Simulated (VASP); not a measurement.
# Ta2Co7Ni7 in VASP: a series of runs, part 2 of 2

VASP 6.6.1. Earlier steps stand in the parts before.

### Step 3. Single point, PBE

Contents of INCAR:

```
SYSTEM = Ta2Co7Ni7
PREC = Accurate ; ENCUT = 400
EDIFF = 1E-6 ; ISMEAR = -1
SIGMA = 0.1749 ; LREAL = Auto
LASPH = .TRUE. ; NELM = 120
ALGO = Normal ; ISIF = 2
LWAVE = .FALSE. ; LCHARG = .FALSE.
GGA = PE ; ISYM = -1
NBANDS = 92 ; GGA_COMPAT = .FALSE.
```

Contents of KPOINTS:

```
explicit points
1
Reciprocal
  0.25000000   0.25000000   0.25000000 1
```

Contents of POSCAR:

```
Ta2Co7Ni7
1.0
    5.6289370000      0.2476520000      0.1288210000
    0.2476520000      5.7582790000     -0.1194910000
    0.1288210000     -0.1194910000      5.9706240000
Co Ni Ta
7 7 2
Direct
    0.5716143235      0.2450660065      0.6134007523
    0.4212010271      0.4427191290      0.9790071212
    0.1127347070      0.7656643050      0.1548205675
    0.5615706233      0.6632567951      0.6378033734
    0.8983348436      0.0369120500      0.9528525435
    0.1480810246      0.7000282276      0.7356320089
    0.3631911040      0.5204516677      0.3649890948
    0.5191747384      0.9972559469      0.8681711495
    0.5842423959      0.7733339862      0.1586282710
    0.3019447947      0.9715621740      0.4362445375
    0.8251139777      0.4955420761      0.8739290584
    0.8871411264      0.5180311220      0.4071855219
    0.6625877258      0.1463688260      0.2639003133
    0.8770686452      0.9320714121      0.5458155270
    0.1144106369      0.2958598263      0.6829589493
    0.1776086765      0.1917259868      0.1756439197
```

Potentials or basis: VASP PAW PBE potentials, release 64 (Co, Ni, Ta_pv).

Run with:

```
> cat potpaw_PBE.64/Co/POTCAR potpaw_PBE.64/Ni/POTCAR potpaw_PBE.64/Ta_pv/POTCAR > POTCAR
> mpirun -np 1 vasp_std > vasp.out
```

OUTCAR:

```text
SYSTEM = Ta2Co7Ni7
   PREC = Accurate
   ENCUT = 400
   EDIFF = 1E-6
   ISMEAR = -1
   LREAL = Auto
   LASPH = .TRUE.
   NELM = 120
   ISIF = 2
   GGA = PE
   ISYM = -1

 ion  position               nearest neighbor table
   1  0.572  0.245  0.613-   8 2.16  13 2.17  14 2.39   4 2.41   7 2.47   2 2.50  10 2.52  15 2.58
                            11 2.63  12 2.76   5 3.01  15 3.14
   2  0.421  0.443  0.979-   7 2.33  11 2.38  16 2.39   9 2.42   1 2.50   4 2.58   6 2.58   3 2.59
                             8 2.63  15 2.69  13 2.77
   3  0.113  0.766  0.155-   5 2.30   7 2.35  10 2.36  12 2.50  16 2.51   6 2.51   2 2.59   9 2.66
                            14 2.73  11 2.89   9 2.97  16 3.31
   4  0.562  0.663  0.638-   7 2.19  11 2.27   8 2.31  12 2.32   6 2.37   1 2.41  14 2.51  10 2.57
                             2 2.58   9 2.96
   5  0.898  0.037  0.953-   8 2.25  13 2.27   3 2.30  16 2.32  14 2.49   6 2.57  15 2.58  11 2.70
                             9 2.72   1 3.01
   6  0.148  0.700  0.736-  14 2.31  15 2.36   4 2.37  11 2.39   3 2.51   5 2.57   2 2.58  10 2.59
                             7 2.61  12 2.73   8 2.93
   7  0.363  0.520  0.365-   4 2.19   2 2.33   3 2.35   9 2.35   1 2.47  16 2.50  10 2.61   6 2.61
                            13 2.65  12 2.69  15 2.74  12 2.97
   8  0.519  0.997  0.868-   1 2.16   9 2.23   5 2.25   4 2.31   2 2.63  13 2.67  14 2.72  16 2.74
                            10 2.91   6 2.93  15 3.01
   9  0.584  0.773  0.159-   8 2.23  13 2.30   7 2.35   2 2.42  10 2.43  11 2.55   3 2.66  12 2.69
                             5 2.72   4 2.96   3 2.97  14 3.06  16 3.18
  10  0.302  0.972  0.436-  16 2.15   3 2.36   9 2.43  15 2.47  14 2.49   1 2.52  13 2.54   4 2.57
                             6 2.59   7 2.61   8 2.91
  11  0.825  0.496  0.874-  15 2.17   4 2.27   2 2.38   6 2.39   9 2.55   1 2.63   5 2.70  12 2.80
                             3 2.89  16 3.20
  12  0.887  0.518  0.407-   4 2.32  15 2.46  14 2.49   3 2.50  16 2.68   7 2.69   9 2.69  13 2.71
                             6 2.73   1 2.76  11 2.80   7 2.97
  13  0.663  0.146  0.264-   1 2.17   5 2.27   9 2.30  14 2.43  10 2.54   7 2.65   8 2.67  12 2.71
                             2 2.77  16 2.80  16 2.96
  14  0.877  0.932  0.546-   6 2.31   1 2.39  13 2.43  10 2.49  12 2.49   5 2.49   4 2.51  15 2.70
                             8 2.72   3 2.73   9 3.06  16 3.22
  15  0.114  0.296  0.683-  11 2.17   6 2.36  12 2.46  10 2.47   5 2.58   1 2.58   2 2.69  14 2.70
                             7 2.74   8 3.01  16 3.06  16 3.07   1 3.14
  16  0.178  0.192  0.176-  10 2.15   5 2.32   2 2.39   7 2.50   3 2.51  12 2.68   8 2.74  13 2.80
                            13 2.96  15 3.06  15 3.07   9 3.18  11 3.20  14 3.22   3 3.31

IMPORTANT INFORMATION: All symmetrisations will be switched off!
NOSYMM: (Re-)initialisation of all symmetry stuff for point group C_1.

----------------------------------------------------------------------------------------

                                     Primitive cell

  volume of cell :     192.9760

  direct lattice vectors                    reciprocal lattice vectors
     5.628937000  0.247652000  0.128821000     0.178085537 -0.007742049 -0.003997281
     0.247652000  5.758279000 -0.119491000    -0.007742049  0.174071727  0.003650765
     0.128821000 -0.119491000  5.970624000    -0.003997281  0.003650765  0.167645989

  length of vectors
     5.635854692  5.764840558  5.973208844     0.178298559  0.174282051  0.167733372

  position of ions in fractional coordinates (direct lattice)
     0.571614324  0.245066006  0.613400752
     0.421201027  0.442719129  0.979007121
     0.112734707  0.765664305  0.154820568
     0.561570623  0.663256795  0.637803373
     0.898334844  0.036912050  0.952852544
     0.148081025  0.700028228  0.735632009
[... 8 lines left out ...]
     0.114410637  0.295859826  0.682958949
     0.177608677  0.191725987  0.175643920

  ion indices of the primitive-cell ions
   primitive index   ion index
                 1           1
                 2           2
                 3           3
                 4           4
                 5           5
                 6           6
[... 8 lines left out ...]
                15          15
                16          16

----------------------------------------------------------------------------------------

 KPOINTS: explicit points

Read explicit list of k-points.

 Found      1 k-points:

 Following reciprocal coordinates:
            Coordinates               Weight
  0.250000  0.250000  0.250000      1.000000
   k-points           NKPTS =      1   k-points in BZ     NKDIM =      1   number of bands    NBANDS=     92
   number of dos      NEDOS =    301   number of ions     NIONS =     16
   total plane-waves  NPLWV =  64000
   dimension x,y,z NGX =    40 NGY =   40 NGZ =   40
   dimension x,y,z NGXF=    80 NGYF=   80 NGZF=   80
   ions per type =               7   7   2
   NGX,Y,Z   is equivalent  to a cutoff of  11.80, 11.54, 11.13 a.u.
   NGXF,Y,Z  is equivalent  to a cutoff of  23.60, 23.07, 22.27 a.u.
 SYSTEM =  Ta2Co7Ni7
   PREC   = accura    normal or accurate (medium, high low for compatibility)
   ISTART =      0    job   : 0-new  1-cont  2-samecut
   ICHARG =      2    charge: 1-file 2-atom 10-const
   ISPIN  =      1    spin polarized calculation?
   LNONCOLLINEAR =      F non collinear calculations
   LSORBIT =      F    spin-orbit coupling
   LASPH  =      T    aspherical Exc in radial PAW
   ENCUT  =  400.0 eV  29.40 Ry    5.42 a.u.   9.19  9.40  9.74*2*pi/ulx,y,z
   NELM   =    120;   NELMIN=  2; NELMDL= -5     # of ELM steps
   EDIFF  = 0.1E-05   stopping-criterion for ELM
   LREAL  =      T    real-space projection
   EDIFFG = 0.1E-04   stopping-criterion for IOM
   NSW    =      0    number of steps for IOM
   IBRION =     -1    ionic relax: 0-MD 1-quasi-New 2-CG
   NFREE  =      0    steps in history (QN), initial steepest desc. (CG)
   ISIF   =      2    stress and relaxation
   ISYM   =     -1    0-nonsym 1-usesym 2-fastsym
   POTIM  = 0.5000    time-step for ionic-motion
   TEBEG  =    0.0;   TEEND  =   0.0 temperature during run
   PSTRESS=    0.0 pullay stress
   NELECT =     155.0000    total number of electrons
   NUPDOWN=      -1.0000    fix difference up-down
   EMIN   =  10.00;   EMAX   =-10.00  energy-range for DOS
   EFERMI =   0.00;   METHOD = LEGACY
   ISMEAR =    -1;   SIGMA  =   0.17  broadening in eV -4-tet -1-fermi 0-gaus
   EFERMI_NEDOS =   21; number of points for ismear=-14 and -15
   IALGO  =     38    algorithm
   IMIX   =      4    mixing-type and parameters
     AMIX     =   0.40;   BMIX     =  1.00
     AMIX_MAG =   1.60;   BMIX_MAG =  1.00
  volume/ion in A,a.u.               =      12.06        81.39
  Fermi-wavevector in a.u.,A,eV,Ry     =   1.521777  2.875741 31.508432  2.315804
  Thomas-Fermi vector in A             =   2.630446
   LORBIT       =      0    0 simple, 1 ext, 2 COOP (PROOUT), +10 PAW based schemes
   GGA     = PE    functional components
   LHFCALC =     F    Hartree Fock is set to
   AEXX    =    0.0000 exact exchange contribution
   IVDW    =     0    specifies the selected vdW correction
   LEPSILON=     F    determine dielectric tensor
   LRPA    =     F    only Hartree local field effects (RPA)
 non-spin polarized calculation
  energy-cutoff  :      400.00
  volume of cell :      192.98
 maximum number of plane-waves:      3504
 NGX is ok and might be reduce to    36
   NGX = 19   NGY = 19   NGZ = 19

 number of electron     154.9999983 magnetization

 Free energy of the ion-electron system (eV)
  ---------------------------------------------------
  ext. energy  EPLUGINS =         0.00000000
  ---------------------------------------------------
  free energy    TOTEN  =      -107.11790218 eV

  energy without entropy =     -104.40886072  energy(sigma->0) =     -105.76338145

 E-fermi :   8.7032     XC(G=0): -12.9728

 val. band max:        8.6471660851   @ k =   0.2500   0.2500   0.2500
 cond. band min:       8.7397369402   @ k =   0.2500   0.2500   0.2500
 fundamental gap:      0.0925708550
 Fermi energy:         8.7032177702

 k-point     1 :       0.2500    0.2500    0.2500
  band No.  band energies     occupation
      1     -25.9270      2.00000
      2     -25.8224      2.00000
      3     -25.7774      2.00000
      4     -25.7208      2.00000
      5     -25.6768      2.00000
      6     -25.5852      2.00000
[... 81 lines left out ...]
     88      10.1763      0.00044
     89      10.3604      0.00015
 [bands above 89 left out]

------------------------ aborting loop because EDIFF is reached ----------------------------------------

  FORCE on cell =-STRESS in cart. coord.  units (eV):
  Direction    XX          YY          ZZ          XY          YZ          ZX
  --------------------------------------------------------------------------------------
  -------------------------------------------------------------------------------------
  Total        2.4288136      9.2268263     14.8894612     -3.1551462     -1.5695187     -0.5688546
  in kB       20.1651468     76.6054292    123.6192739    -26.1955004    -13.0308786     -4.7228970
  external PRESSURE =      73.4632833 kB  Pullay stress =       0.0000000 kB

 VOLUME and BASIS-vectors are now :
 -----------------------------------------------------------------------------
  energy-cutoff  :      400.00
  volume of cell :      192.98
      direct lattice vectors                 reciprocal lattice vectors
     5.628937000  0.247652000  0.128821000     0.178085537 -0.007742049 -0.003997281
     0.247652000  5.758279000 -0.119491000    -0.007742049  0.174071727  0.003650765
     0.128821000 -0.119491000  5.970624000    -0.003997281  0.003650765  0.167645989

 POSITION                                       TOTAL-FORCE (eV/Angst)
 -----------------------------------------------------------------------------------
      3.35729      1.47942      3.70674         0.504879      1.971202      0.449238
      2.60667      2.53663      5.84664         0.044441      0.232617     -1.068816
      0.84414      4.41833      0.84741        -0.610700     -1.402967     -0.766134
      3.40746      3.88208      3.80117        -0.418935      0.735351      0.711371
      5.18856      0.32117      5.80044         0.327115     -0.532910     -2.103959
      1.10167      3.97973      4.32761         1.086027      1.232355      0.294445
[... 8 lines left out ...]
      0.80526      1.65037      4.05708         2.346816     -2.118592     -0.442929
      1.06986      1.12701      1.04867        -1.113343      2.019319     -1.724215
 -----------------------------------------------------------------------------------
    total drift:                                0.002764     -0.003369     -0.002310

  FREE ENERGIE OF THE ION-ELECTRON SYSTEM (eV)
  ---------------------------------------------------
  free  energy   TOTEN  =      -107.1179021773 eV

  energy  without entropy=     -104.4088607213  energy(sigma->0) =     -105.76338145
```

Run time: 1.9 min. Hardware: 1 thread of Intel Xeon Platinum 8259CL at 2.50GHz (Skylake/Cascade Lake), shared host; peak memory 0.25 GiB.

Results:

| Quantity | Value |
| --- | --- |
| Free energy | -107.1179 eV |
| Pressure | 7.3 GPa |
| Largest force | 4.422 eV/Å |
| Band gap on the k mesh | zero (an odd number of electrons rules out a gap without spin polarisation) |

Forces on the atoms (eV/Å):
```
Co   0.505  1.971  0.449
Co   0.044  0.233 -1.069
Co  -0.611 -1.403 -0.766
Co  -0.419  0.735  0.711
Co   0.327 -0.533 -2.104
Co   1.086  1.232  0.294
Co  -0.667 -0.446  0.512
Ni  -2.106 -0.106  0.205
Ni   0.676 -1.138  0.794
Ni   1.785 -2.549  3.142
Ni  -1.729  0.950  2.709
Ni   0.057 -0.132 -0.990
Ni   0.118  1.341 -1.094
Ni  -0.302 -0.057 -0.628
Ta   2.347 -2.119 -0.443
Ta  -1.113  2.019 -1.724
```

Stress tensor (GPa, compression positive):
```
 2.02 -2.62 -0.47
-2.62  7.66 -1.30
-0.47 -1.30 12.36
```

Caveat: the atoms stand as in a frame of molecular dynamics; spin-orbit coupling is left out, which moves the levels of the heavy elements; the run has no spin polarisation, though such a crystal can be magnetic. Spin polarisation is off, so any magnetic state and its effect on volume and gap are missing.
